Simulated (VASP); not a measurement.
# Ag (Im-3m) in VASP: a series of runs, part 2 of 2

VASP 6.6.1.

## 3. Single point, PBE0

This run uses another cell than the first one, of 17.43 Å³/atom.

Input file POSCAR:

```
Ag
1.0
   -1.6332775543      1.6332775543      1.6332775543
    1.6332775543     -1.6332775543      1.6332775543
    1.6332775543      1.6332775543     -1.6332775543
Ag
1
Direct
    0.0000000000      0.0000000000      0.0000000000
```

Input file INCAR.step1:

```
SYSTEM = Ag
ALGO = Normal
EDIFF = 1E-5
ENCUT = 520
GGA = PE
ISIF = 2
ISMEAR = -1
LASPH = .True.
LCHARG = .False.
LREAL = .False.
LWAVE = .True.
NBANDS = 12
NELM = 60
PREC = Accurate
SIGMA = 0.05
```

Input file INCAR.step2:

```
SYSTEM = Ag
AEXX = 0.25
ALGO = Normal
EDIFF = 1E-6
ENCUT = 520
GGA = PE
ISIF = 2
ISMEAR = -1
ISTART = 1
LASPH = .True.
LCHARG = .False.
LHFCALC = .True.
LREAL = .False.
LWAVE = .False.
NBANDS = 12
NELM = 60
PREC = Accurate
PRECFOCK = Normal
SIGMA = 0.05
```

Input file KPOINTS:

```
k-points
0
Gamma
  6 6 6
  0 0 0
```

Potentials or basis: VASP PAW PBE potentials, release 64 (Ag).

On the command line:

```
$ cat potpaw_PBE.64/Ag/POTCAR > POTCAR
$ cp INCAR.step1 INCAR
$ mpirun -np 1 vasp_std > vasp.out
$ cp INCAR.step2 INCAR
$ mpirun -np 1 vasp_std > vasp.out
```

OUTCAR:

```text
SYSTEM = Ag
   AEXX = 0.25
   EDIFF = 1E-6
   ENCUT = 520
   GGA = PE
   ISIF = 2
   ISMEAR = -1
   ISTART = 1
   LASPH = .True.
   LHFCALC = .True.
   LREAL = .False.
   NELM = 60
   PREC = Accurate
   PRECFOCK = Normal

 ion  position               nearest neighbor table
   1  0.000  0.000  0.000-

  LATTYP: Found a body centered cubic cell.
 ALAT       =     3.2665551086

  Lattice vectors:

 A1 = (  -1.6332775543,   1.6332775543,   1.6332775543)
 A2 = (   1.6332775543,  -1.6332775543,   1.6332775543)
 A3 = (   1.6332775543,   1.6332775543,  -1.6332775543)

Analysis of symmetry for initial positions (statically):
=====================================================================
 Subroutine PRICEL returns:
 Original cell was already a primitive cell.

 Routine SETGRP: Setting up the symmetry group for a
 body centered cubic supercell.

 Subroutine GETGRP returns: Found 48 space group operations
 (whereof 48 operations were pure point group operations)
 out of a pool of 48 trial point group operations.

The static configuration has the point symmetry O_h .

[... 164 lines left out ...]
 k-point     1 :       0.0000    0.0000    0.0000
  band No.  band energies     occupation
      1      -0.9580      2.00000
      2       1.3735      2.00000
      3       1.3735      2.00000
      4       1.3735      2.00000
      5       2.7077      2.00000
      6       2.7077      2.00000
      7      27.2636      0.00000
      8      27.2636      0.00000
      9      27.2636      0.00000
     10      33.7705      0.00000
     11      33.8492      0.00000
     12      33.8528      0.00000
[... 211 lines left out ...]
 k-point    16 :       0.5000    0.5000    0.5000
  band No.  band energies     occupation
      1      -0.1135      2.00000
      2      -0.1135      2.00000
      3       3.5989      2.00000
      4       3.5989      2.00000
      5       3.5989      2.00000
      6      15.9957      0.00000
      7      15.9957      0.00000
      8      15.9957      0.00000
      9      22.3555      0.00000
     10      22.5903      0.00000
     11      22.5903      0.00000
     12      36.6597      0.00000

------------------------ aborting loop because EDIFF is reached ----------------------------------------

  FORCE on cell =-STRESS in cart. coord.  units (eV):
  Direction    XX          YY          ZZ          XY          YZ          ZX
  --------------------------------------------------------------------------------------
  -------------------------------------------------------------------------------------
  Total        0.2459531      0.2459531      0.2459531     -0.0000000      0.0000000      0.0000000
  in kB       22.6111657     22.6111657     22.6111657     -0.0000000      0.0000000      0.0000000
  external PRESSURE =      22.6111657 kB  Pullay stress =       0.0000000 kB

 VOLUME and BASIS-vectors are now :
 -----------------------------------------------------------------------------
  energy-cutoff  :      520.00
  volume of cell :       17.43
      direct lattice vectors                 reciprocal lattice vectors
    -1.633277554  1.633277554  1.633277554     0.000000000  0.306132904  0.306132904
     1.633277554 -1.633277554  1.633277554     0.306132904  0.000000000  0.306132904
     1.633277554  1.633277554 -1.633277554     0.306132904  0.306132904  0.000000000

 POSITION                                       TOTAL-FORCE (eV/Angst)
 -----------------------------------------------------------------------------------
      0.00000      0.00000      0.00000         0.000000      0.000000     -0.000000
 -----------------------------------------------------------------------------------
    total drift:                                0.000000      0.000000     -0.000000

  FREE ENERGIE OF THE ION-ELECTRON SYSTEM (eV)
  ---------------------------------------------------
  free  energy   TOTEN  =        -2.9119568244 eV

  energy  without entropy=       -2.8981538963  energy(sigma->0) =       -2.90505536
```

OUTCAR.step1:

```text
SYSTEM = Ag
   EDIFF = 1E-5
   ENCUT = 520
   GGA = PE
   ISIF = 2
   ISMEAR = -1
   LASPH = .True.
[... 446 lines left out ...]
 -----------------------------------------------------------------------------------
      0.00000      0.00000      0.00000         0.000000      0.000000     -0.000000
 -----------------------------------------------------------------------------------
    total drift:                               -0.000000      0.000000     -0.000000

  FREE ENERGIE OF THE ION-ELECTRON SYSTEM (eV)
  ---------------------------------------------------
  free  energy   TOTEN  =        -2.5946397808 eV

  energy  without entropy=       -2.5804672052  energy(sigma->0) =       -2.58755349
```

OSZICAR.step1:

```text
N       E                     dE             d eps       ncg     rms          rms(c)
DAV:   1     0.527348880376E+02    0.52735E+02   -0.55462E+03   384   0.825E+02
DAV:   2    -0.197705111189E+01   -0.54712E+02   -0.51913E+02   432   0.199E+02
DAV:   3    -0.284920221497E+01   -0.87215E+00   -0.87172E+00   472   0.266E+01
DAV:   4    -0.285178320915E+01   -0.25810E-02   -0.25809E-02   424   0.150E+00
DAV:   5    -0.285180324878E+01   -0.20040E-04   -0.20041E-04   452   0.123E-01    0.502E+00
DAV:   6    -0.260512239572E+01    0.24668E+00   -0.98420E-01   420   0.878E+00    0.329E+00
DAV:   7    -0.259746104593E+01    0.76613E-02   -0.90509E-03   436   0.890E-01    0.187E+00
DAV:   8    -0.259463267754E+01    0.28284E-02   -0.74930E-04   420   0.210E-01    0.892E-02
DAV:   9    -0.259463978081E+01   -0.71033E-05   -0.77849E-06   364   0.210E-02
   1 F= -.25946398E+01 E0= -.25875535E+01  d E =-.141726E-01
```

Run time: 6.1 min. Hardware: 1 thread of Intel Xeon Platinum 8259CL at 2.50GHz (Skylake/Cascade Lake), shared host; peak memory 0.15 GiB.

What came out:

- Free energy: -2.9120 eV
- Pressure: 2.3 GPa
- Band gap on the k mesh: zero (an odd number of electrons rules out a gap without spin polarisation)

Levels at points of the mesh, in eV from the Fermi level:
| k point | band 3 | band 4 | band 5 | band 6 | band 7 | band 8 |
| --- | --- | --- | --- | --- | --- | --- |
| (0.00, 0.00, 0.00) | -6.84 | -6.84 | -5.51 | -5.51 | 19.05 | 19.05 |
| (0.50, 0.00, 0.00) | -5.53 | -5.33 | -4.34 | -0.52 | 4.78 | 14.34 |
| (0.50, 0.50, 0.50) | -4.61 | -4.61 | -4.61 | 7.78 | 7.78 | 7.78 |

Caveat: the k points lie up to 0.45 Å⁻¹ apart, too coarse for converged energies and pressures of a metal; the PAW data sets were made with another functional, which shifts forces and pressure a little.
